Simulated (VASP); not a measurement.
A run of VASP 6.6.1:

INCAR

```
PREC = Accurate
ENCUT = 520
EDIFF = 1E-6
ISMEAR = -1
SIGMA = 0.1
LREAL = F
LASPH = T
NELM = 100
ALGO = Normal
ISIF = 2
LWAVE = F
LCHARG = T
LELF = T
LVHAR = T
NBANDS = 14
```

File KPOINTS:

```
regular mesh
0
Gamma
  14 14 14
```

File POSCAR:

```
Rh
1.0
    2.4810038578      0.0000000000      0.0000000000
    0.0000000000      2.4810038578      0.0000000000
    0.0000000000      0.0000000000      2.4810038578
Rh
1
Direct
    0.0000000000      0.0000000000      0.0000000000
```

Potentials or basis: VASP PAW LDA potentials, release 64 (Rh_pv).

Run with:

```bash
$ cat potpaw_LDA.64/Rh_pv/POTCAR > POTCAR
$ mpirun -np 1 vasp_std > vasp.out
```

Hardware: 1 thread of Intel(R) Xeon(R) Platinum 8488C (Sapphire Rapids), on a shared host.

Task: How long does it take, and how much memory?

Result: Run time: 8.3 s on 1 thread of Intel(R) Xeon(R) Platinum 8488C (Sapphire Rapids), with other jobs on the host, peak memory 0.13 GiB. Counts: scf iterations 10, k points 120.
